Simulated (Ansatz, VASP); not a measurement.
## Na: VASP beside Ansatz

Contents of INCAR:

```
SYSTEM = Na
PREC = Accurate ; ENCUT = 520
EDIFF = 1E-6 ; ISMEAR = 0
SIGMA = 0.15 ; LREAL = .False.
LASPH = .True. ; NELM = 60
ALGO = Fast ; ISIF = 2
LWAVE = .False. ; LCHARG = .False.
GGA = CA ; NBANDS = 10
```

The input KPOINTS:

```
Automatic mesh
0
Gamma
  18 18 18
  0 0 0
```

File POSCAR:

```
Na
1.0
   -1.8102542474      1.8102542474      2.4404000000
    1.8102542474     -1.8102542474      2.4404000000
    1.8102542474      1.8102542474     -2.4404000000
Na
1
Direct
    0.0000000000      0.0000000000      0.0000000000
```

Input for Ansatz:

```yaml
crystal:
  lattice:
    - [-1.8102542474, 1.8102542474, 2.4404]
    - [1.8102542474, -1.8102542474, 2.4404]
    - [1.8102542474, 1.8102542474, -2.4404]
  atoms:
    - { symbol: Na, position: [0.0, 0.0, 0.0] }
basis:
  ecutwfc: 520.0
kpoints:
  mp_grid: { grid: [18, 18, 18] }
hamiltonian:
  xc: lda
  pseudopotentials: { kind: paw }
scf:
  occupations: { method: gaussian, width: 0.15 }
output:
  forces: true
  stress: true
  eigenvalues: true
```

Alike in both runs: task single point; functional LDA; k mesh 18 × 18 × 18; occupations gaussian, width 0.15 eV; no spin polarisation.

|  | VASP | Ansatz |
| --- | --- | --- |
| version | VASP 6.6.1 | Ansatz 0.2.0 |
| potentials or method | VASP PAW LDA potentials, release 64 (Na_pv), cutoff 520 eV | scalar-relativistic, plane waves, PAW |
| valence electrons in the cell | 7 | 9 |

|  | VASP | Ansatz | Ansatz less VASP |
| --- | --- | --- | --- |
| gap on the k mesh at the Fermi level (eV) | none | none | - |
| pressure (GPa) | 0.3 | 0.4 | +0.15 |

LDA's correlation is that of Perdew and Zunger in VASP and of Perdew and Wang (1992) in Ansatz. A gap of «none» marks a metal or a gap that the smearing closes. VASP's potentials hold 7 valence electrons a cell and Ansatz's 9, so a difference there can come from the potentials and not from the codes.
